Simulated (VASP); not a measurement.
# Ta18N17 (a cell with a defect) in VASP: single point with PBEsol

Aim: the single point of Ta18N17 (a cell with a defect) with PBEsol.

All numbers are computed with VASP 6.6.1; they aren't measurements. Logs are shortened: lines on timing, memory, paths and dates and some standing lists are left out, and cuts for length are marked.

### Step 1. The cell of the first run

The cell holds a defect, 35 atoms: a = 8.969 Å, b = 8.969 Å, c = 5.792 Å, α = 90.00°, β = 90.00°, γ = 120.00°.

### Step 2. Single point, PBEsol

INCAR

```
SYSTEM = Ta18N17
ALGO = Normal
EDIFF = 1E-6
ENCUT = 520
GGA = PS
ISIF = 2
ISMEAR = 1
LASPH = .TRUE.
LCHARG = .FALSE.
LREAL = Auto
LWAVE = .FALSE.
NBANDS = 164
NELM = 80
PREC = Accurate
SIGMA = 0.1
```

KPOINTS

```
k-points
0
G
  2 2 3
  0 0 0
```

POSCAR

```
Ta18N17
1.0
    7.7675072900      4.4845723700      0.0000000000
   -7.7675072400      4.4845724500      0.0000000000
    0.0000000000      0.0000000000      5.7917586600
Ta N
18 17
Direct
    0.0027754911      0.0008360015     -0.0004685969
    0.3360538061      0.6674835605     -0.0004641077
    0.6577369559      0.3283164755     -0.0004464965
   -0.0011022326      0.6647583633      0.2503296641
    0.3337866883      0.3345162681      0.2492274082
    0.6678028177      0.0007128741      0.2497883777
   -0.0010969739      0.3330418843      0.2503351892
    0.3337882963     -0.0018246491      0.2492215378
    0.6677943433      0.6659856592      0.2497823347
    0.0048022383      0.0018554757      0.4995285836
    0.3365223709      0.6677055855      0.4995389432
    0.6513952932      0.3251459716      0.4995313461
   -0.0011014694      0.6647593840      0.7487428698
    0.3337858435      0.3345155521      0.7498387372
    0.6678044648      0.0007132338      0.7492817389
   -0.0010947049      0.3330427371      0.7487435604
    0.3337875331     -0.0018256698      0.7498366653
    0.6677947939      0.6659852086      0.7492884726
    0.1297815348      0.8655559383     -0.0004708414
    0.4657343420      0.5357067290     -0.0004592733
    0.7957840163      0.2025550926     -0.0004501223
    0.0717721486      0.5353390166     -0.0004596186
    0.3960986946      0.1975046113     -0.0004644531
    0.7405887795      0.8697457930     -0.0004720501
    0.1297746377      0.2631201209     -0.0004687695
    0.4657455956      0.9289447806     -0.0004622085
    0.7957723925      0.5921189022     -0.0004544388
    0.1349121254      0.8689563729      0.4995280656
    0.7954923164      0.2053788065      0.4995332454
    0.0733860238      0.5361405334      0.4995372166
    0.4660792077      0.5329114625      0.4995366986
    0.7395850779      0.8692403207      0.4995289289
    0.1349061299      0.2648610788      0.4995316915
    0.4660831176      0.9320713570      0.4995329001
    0.7954810996      0.5890092019      0.4995310008
```

Potentials or basis: VASP PAW PBE potentials, release 64 (Ta_pv, N).

Launch:

```bash
$ cat potpaw_PBE.64/Ta_pv/POTCAR potpaw_PBE.64/N/POTCAR > POTCAR
$ mpirun -np 1 vasp_std > vasp.out
```

OUTCAR:

```text
SYSTEM = Ta18N17
   EDIFF = 1E-6
   ENCUT = 520
   GGA = PS
   ISIF = 2
   ISMEAR = 1
   LASPH = .TRUE.
   LREAL = Auto
   NELM = 80
   PREC = Accurate

 ion  position               nearest neighbor table
   1  0.003  0.001  1.000-  24 2.04  25 2.04  19 2.04  10 2.90  10 2.90   8 3.31  17 3.31  14 3.31
                             5 3.31  13 3.33  16 3.33   4 3.33   7 3.33  15 3.34   6 3.34  18 3.34
   2  0.336  0.667  1.000-  20 2.03  26 2.03  22 2.05  11 2.90  11 2.90   8 3.31  17 3.31   5 3.31
                            14 3.31   9 3.32  18 3.32   6 3.32  15 3.32  13 3.34   4 3.34  16 3.34
   3  0.658  0.328  1.000-  23 2.03  27 2.05  21 2.05  12 2.90  12 2.90   8 3.27   5 3.27  17 3.27
                            14 3.27   6 3.32   9 3.32  15 3.32  18 3.32   4 3.37   7 3.37  13 3.37
   4  0.999  0.665  0.250-  19 2.15  30 2.15  35 2.15  22 2.15  27 2.16  28 2.17  13 2.89  13 2.91
                             9 2.98   7 2.98   8 3.00  10 3.33   1 3.33  11 3.34   2 3.34   3 3.37
   5  0.334  0.335  0.249-  33 2.14  31 2.14  23 2.14  20 2.15  25 2.16  14 2.89  14 2.90   9 2.98
                             7 3.00   8 3.02  12 3.23   3 3.27  10 3.30   2 3.31  11 3.31   1 3.31
   6  0.668  0.001  0.250-  21 2.15  34 2.15  26 2.15  32 2.16  29 2.16  24 2.16  15 2.89  15 2.90
                             7 2.98   8 2.98   9 3.00  11 3.31   2 3.32   3 3.32  12 3.32   1 3.34
   7  0.999  0.333  0.250-  25 2.15  30 2.15  29 2.15  22 2.15  21 2.16  33 2.17  16 2.89  16 2.91
                             6 2.98   4 2.98   5 3.00  10 3.33   1 3.33  11 3.34   2 3.34   3 3.37
   8  0.334  0.998  0.249-  28 2.14  34 2.14  23 2.14  26 2.15  19 2.16  17 2.89  17 2.90   6 2.98
                             4 3.00   5 3.02  12 3.23   3 3.27  10 3.30   2 3.31  11 3.31   1 3.31
   9  0.668  0.666  0.250-  27 2.15  31 2.15  20 2.15  32 2.16  35 2.16  24 2.16  18 2.89  18 2.90
[... 22 lines left out ...]
  22  0.072  0.535  1.000-   2 2.05   4 2.15  13 2.15   7 2.15  16 2.15
  23  0.396  0.198  1.000-   3 2.03   5 2.14   8 2.14  14 2.14  17 2.14
  24  0.741  0.870  1.000-   1 2.04  15 2.16  18 2.16   6 2.16   9 2.16
[... 9 lines left out ...]
  34  0.466  0.932  0.500-  11 2.05  17 2.14   8 2.14   6 2.15  15 2.15
  35  0.795  0.589  0.500-  12 2.05   4 2.15  13 2.15   9 2.16  18 2.16

  LATTYP: Found a hexagonal cell.
 ALAT       =     8.9691448222
 C/A-ratio  =     0.6457425735

  Lattice vectors:

 A1 = (   7.7675072900,   4.4845723700,   0.0000000000)
 A2 = (  -7.7675072400,   4.4845724500,   0.0000000000)
 A3 = (   0.0000000000,   0.0000000000,   5.7917586600)

Analysis of symmetry for initial positions (statically):
=====================================================================
 Subroutine PRICEL returns:
 Original cell was already a primitive cell.

 Routine SETGRP: Setting up the symmetry group for a
 hexagonal supercell.

 Subroutine GETGRP returns: Found  1 space group operations
 (whereof  1 operations were pure point group operations)
 out of a pool of 24 trial point group operations.

The static configuration has the point symmetry C_1 .

Analysis of symmetry for dynamics (positions and initial velocities):
=====================================================================
 Subroutine PRICEL returns:
 Original cell was already a primitive cell.

 Routine SETGRP: Setting up the symmetry group for a
 hexagonal supercell.

 Subroutine GETGRP returns: Found  1 space group operations
 (whereof  1 operations were pure point group operations)
 out of a pool of 24 trial point group operations.

The dynamic configuration has the point symmetry C_1 .

 Subroutine INISYM returns: Found  1 space group operations
 (whereof  1 operations are pure point group operations),
 and found     1 'primitive' translations

----------------------------------------------------------------------------------------

                                     Primitive cell

  volume of cell :     403.4996

  direct lattice vectors                    reciprocal lattice vectors
     7.767507290  4.484572370  0.000000000     0.064370716  0.111493349  0.000000000
    -7.767507240  4.484572450  0.000000000    -0.064370715  0.111493350  0.000000000
     0.000000000  0.000000000  5.791758660     0.000000000  0.000000000  0.172659128

  length of vectors
     8.969144822  8.969144819  5.791758660     0.128741431  0.128741431  0.172659128

  position of ions in fractional coordinates (direct lattice)
     0.002775491  0.000836001  0.999531403
     0.336053806  0.667483561  0.999535892
     0.657736956  0.328316476  0.999553504
     0.998897767  0.664758363  0.250329664
     0.333786688  0.334516268  0.249227408
     0.667802818  0.000712874  0.249788378
[... 27 lines left out ...]
     0.466083118  0.932071357  0.499532900
     0.795481100  0.589009202  0.499531001

  ion indices of the primitive-cell ions
   primitive index   ion index
                 1           1
                 2           2
                 3           3
                 4           4
                 5           5
                 6           6
[... 27 lines left out ...]
                34          34
                35          35

----------------------------------------------------------------------------------------

 KPOINTS: k-points

Automatic generation of k-mesh.
 Grid dimensions read from file:
 generate k-points for:    2    2    3

 Generating k-lattice:

  Cartesian coordinates                     Fractional coordinates (reciprocal lattice)
     0.032185358  0.055746675  0.000000000     0.500000000  0.000000000  0.000000000
    -0.032185357  0.055746675  0.000000000     0.000000000  0.500000000  0.000000000
     0.000000000  0.000000000  0.057553043     0.000000000  0.000000000  0.333333333

  Length of vectors
     0.064370715  0.064370715  0.057553043

  Shift w.r.t. Gamma in fractional coordinates (k-lattice)
     0.000000000  0.000000000  0.000000000

 Subroutine IBZKPT returns following result:
 ===========================================

 Found      8 irreducible k-points:

 Following reciprocal coordinates:
            Coordinates               Weight
  0.000000  0.000000  0.000000      1.000000
  0.500000  0.000000  0.000000      1.000000
  0.000000  0.500000  0.000000      1.000000
  0.500000  0.500000  0.000000      1.000000
  0.000000  0.000000  0.333333      2.000000
  0.500000  0.000000  0.333333      2.000000
  0.000000  0.500000  0.333333      2.000000
  0.500000  0.500000  0.333333      2.000000
   k-points           NKPTS =      8   k-points in BZ     NKDIM =      8   number of bands    NBANDS=    164
   number of dos      NEDOS =    301   number of ions     NIONS =     35
   total plane-waves  NPLWV = 235200
   dimension x,y,z NGX =    70 NGY =   70 NGZ =   48
   dimension x,y,z NGXF=   140 NGYF=  140 NGZF=   96
   ions per type =              18  17
   NGX,Y,Z   is equivalent  to a cutoff of  12.97, 12.97, 13.78 a.u.
   NGXF,Y,Z  is equivalent  to a cutoff of  25.95, 25.95, 27.56 a.u.
 SYSTEM =  Ta18N17
   PREC   = accura    normal or accurate (medium, high low for compatibility)
   ISTART =      0    job   : 0-new  1-cont  2-samecut
   ICHARG =      2    charge: 1-file 2-atom 10-const
   ISPIN  =      1    spin polarized calculation?
   LNONCOLLINEAR =      F non collinear calculations
   LSORBIT =      F    spin-orbit coupling
   LASPH  =      T    aspherical Exc in radial PAW
   ENCUT  =  520.0 eV  38.22 Ry    6.18 a.u.  16.68 16.68 10.77*2*pi/ulx,y,z
   NELM   =     80;   NELMIN=  2; NELMDL= -5     # of ELM steps
   EDIFF  = 0.1E-05   stopping-criterion for ELM
   LREAL  =      T    real-space projection
   EDIFFG = 0.1E-04   stopping-criterion for IOM
   NSW    =      0    number of steps for IOM
   IBRION =     -1    ionic relax: 0-MD 1-quasi-New 2-CG
   NFREE  =      0    steps in history (QN), initial steepest desc. (CG)
   ISIF   =      2    stress and relaxation
   ISYM   =      2    0-nonsym 1-usesym 2-fastsym
   POTIM  = 0.5000    time-step for ionic-motion
   TEBEG  =    0.0;   TEEND  =   0.0 temperature during run
   PSTRESS=    0.0 pullay stress
   NELECT =     283.0000    total number of electrons
   NUPDOWN=      -1.0000    fix difference up-down
   EMIN   =  10.00;   EMAX   =-10.00  energy-range for DOS
   EFERMI =   0.00;   METHOD = LEGACY
   ISMEAR =     1;   SIGMA  =   0.10  broadening in eV -4-tet -1-fermi 0-gaus
   EFERMI_NEDOS =   21; number of points for ismear=-14 and -15
   IALGO  =     38    algorithm
   IMIX   =      4    mixing-type and parameters
     AMIX     =   0.40;   BMIX     =  1.00
     AMIX_MAG =   1.60;   BMIX_MAG =  1.00
  volume/ion in A,a.u.               =      11.53        77.80
  Fermi-wavevector in a.u.,A,eV,Ry     =   1.454530  2.748663 28.785256  2.115657
  Thomas-Fermi vector in A             =   2.571670
   LORBIT       =      0    0 simple, 1 ext, 2 COOP (PROOUT), +10 PAW based schemes
   GGA     = PS    functional components
   LHFCALC =     F    Hartree Fock is set to
   AEXX    =    0.0000 exact exchange contribution
   IVDW    =     0    specifies the selected vdW correction
   LEPSILON=     F    determine dielectric tensor
   LRPA    =     F    only Hartree local field effects (RPA)
 non-spin polarized calculation
 Methfessel and Paxton  Order N= 1 SIGMA  =   0.10
  energy-cutoff  :      520.00
  volume of cell :      403.50
 maximum number of plane-waves:     10872
 NGX is ok and might be reduce to    70
   NGX = 33   NGY = 33   NGZ = 21

 number of electron     282.9999992 magnetization

 Free energy of the ion-electron system (eV)
  ---------------------------------------------------
  ext. energy  EPLUGINS =         0.00000000
  ---------------------------------------------------
  free energy    TOTEN  =      -416.44508764 eV

  energy without entropy =     -416.44099502  energy(sigma->0) =     -416.44372343

 E-fermi :   7.9703     XC(G=0): -13.1390

 val. band max:        7.8320237072   @ k =   0.5000   0.0000   0.0000
 cond. band min:       7.9723496875   @ k =   0.5000   0.0000   0.3333
 fundamental gap:      0.1403259803
 Fermi energy:         7.9702949582

 k-point     1 :       0.0000    0.0000    0.0000
  band No.  band energies     occupation
      1     -28.4139      2.00000
      2     -28.3534      2.00000
      3     -28.3477      2.00000
      4     -28.2834      2.00000
      5     -28.1212      2.00000
      6     -28.0848      2.00000
[... 1237 lines left out ...]
    152       9.3233     -0.00000
    153       9.4256     -0.00000
 [bands above 153 left out]

------------------------ aborting loop because EDIFF is reached ----------------------------------------

  FORCE on cell =-STRESS in cart. coord.  units (eV):
  Direction    XX          YY          ZZ          XY          YZ          ZX
  --------------------------------------------------------------------------------------
  -------------------------------------------------------------------------------------
  Total       -4.7554240     -5.4134710      2.0012939     -0.5690669      0.0019250      0.0007141
  in kB      -18.8823772    -21.4952864      7.9465440     -2.2595956      0.0076435      0.0028353
  external PRESSURE =     -10.8103732 kB  Pullay stress =       0.0000000 kB

 VOLUME and BASIS-vectors are now :
 -----------------------------------------------------------------------------
  energy-cutoff  :      520.00
  volume of cell :      403.50
      direct lattice vectors                 reciprocal lattice vectors
     7.767507290  4.484572370  0.000000000     0.064370716  0.111493349  0.000000000
    -7.767507240  4.484572450  0.000000000    -0.064370715  0.111493350  0.000000000
     0.000000000  0.000000000  5.791758660     0.000000000  0.000000000  0.172659128

 POSITION                                       TOTAL-FORCE (eV/Angst)
 -----------------------------------------------------------------------------------
      0.01506      0.01620      5.78904         0.001023      0.001036      0.000350
     -2.57438      4.50044      5.78907        -0.007003     -0.012205      0.000715
      2.55878      4.42203      5.78917         0.003326      0.006325     -0.001500
      2.59543      7.46079      1.44985         0.001095     -0.000509      0.001172
     -0.00567      2.99705      1.44346         0.029453     -0.014096      0.021283
      5.18163      2.99801      1.44671        -0.002481      0.004314     -0.000032
[... 27 lines left out ...]
     -3.61957      6.27013      2.89317        -0.009681     -0.000156     -0.000062
      1.60377      6.20885      2.89316        -0.005890     -0.003787      0.000565
 -----------------------------------------------------------------------------------
    total drift:                               -0.003196     -0.008163      0.001398

  FREE ENERGIE OF THE ION-ELECTRON SYSTEM (eV)
  ---------------------------------------------------
  free  energy   TOTEN  =      -416.4450876361 eV

  energy  without entropy=     -416.4409950212  energy(sigma->0) =     -416.44372343
```

Wall time 39 min (1 thread of Oxide Virtual Turin-like, shared host); peak memory 0.69 GiB.

Results:

```
Free energy            : -416.4451 eV
Pressure               : -1.1 GPa
Largest force          : 0.053 eV/Å
Band gap on the k mesh : zero (an odd number of electrons rules out a gap without spin polarisation)
```

Forces in eV/Å, atoms in the order of the input:
```
Ta   0.001  0.001  0.000
Ta  -0.007 -0.012  0.001
Ta   0.003  0.006 -0.002
Ta   0.001 -0.001  0.001
Ta   0.029 -0.014  0.021
Ta  -0.002  0.004  0.000
Ta  -0.001  0.002  0.000
Ta  -0.026  0.019  0.022
Ta   0.006  0.001  0.001
Ta   0.006  0.007  0.000
Ta   0.004  0.010  0.000
Ta  -0.027 -0.046  0.001
Ta   0.001  0.000 -0.001
Ta   0.029 -0.014 -0.020
Ta  -0.002  0.005  0.000
Ta  -0.002  0.001  0.000
Ta  -0.026  0.019 -0.021
Ta   0.006  0.000 -0.001
N    0.007  0.011  0.000
N    0.001  0.011 -0.001
N   -0.004  0.005 -0.001
N   -0.003 -0.006 -0.001
N   -0.008 -0.016  0.000
N   -0.005 -0.010  0.000
N    0.007  0.013  0.000
N    0.010  0.005 -0.001
N    0.006  0.000 -0.001
N    0.011 -0.003  0.000
N    0.000 -0.009  0.001
N    0.000  0.001  0.000
N    0.005 -0.008  0.000
N    0.005  0.009  0.000
N   -0.006  0.009  0.000
N   -0.010  0.000  0.000
N   -0.006 -0.004  0.001
```

Levels at points of the mesh, in eV from the Fermi level:
```
           k point  band 139  band 140  band 141  band 142  band 143  band 144
(0.00, 0.00, 0.00)     -1.48     -1.07     -0.85      0.20      0.64      0.69
(0.50, 0.00, 0.00)     -0.87     -0.64     -0.14      0.17      0.35      0.69
(0.00, 0.50, 0.00)     -1.03     -0.40     -0.17      0.13      0.46      0.59
(0.50, 0.50, 0.00)     -1.03     -0.40     -0.17      0.13      0.46      0.59
```

Caveat: the k points lie up to 0.40 Å⁻¹ apart, too coarse for converged energies and pressures of a metal; the PAW data sets were made with another functional, which shifts forces and pressure a little; spin-orbit coupling is left out, which moves the levels of the heavy elements.

The gap in the log of VASP goes by the Fermi energy; the results here count the filled bands.